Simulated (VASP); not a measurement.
Input of a VASP 6.6.1 run:

The input INCAR:

```
ALGO = Normal
EDIFF = 1E-7
ENCUT = 520
GGA = PE
ISIF = 2
ISMEAR = -1
LASPH = True
LCHARG = False
LREAL = False
LWAVE = False
NBANDS = 18
NELM = 100
PREC = Accurate
SIGMA = 0.05
```

File KPOINTS:

```
k-points
0
Gamma
  14 14 7
```

File POSCAR:

```
Y
1.0
    3.5926706514      0.0000000000      0.0000000000
   -1.7963353257      3.1113440515      0.0000000000
    0.0000000000      0.0000000000      5.5913585112
Y
2
Direct
    0.3333333333      0.6666666667      0.2500000000
    0.6666666667      0.3333333333      0.7500000000
```

Potentials or basis: VASP PAW PBE potentials, release 64 (Y_sv).

Command:

```bash
$ cat potpaw_PBE.64/Y_sv/POTCAR > POTCAR
$ mpirun -np 1 vasp_std > vasp.out
```

(1) Estimate the band gap on the k mesh.

(2) Predict the pressure.

Results:

(1) zero (bands 11 and 12 overlap by 1.57 eV).

(2) 2.1 GPa.
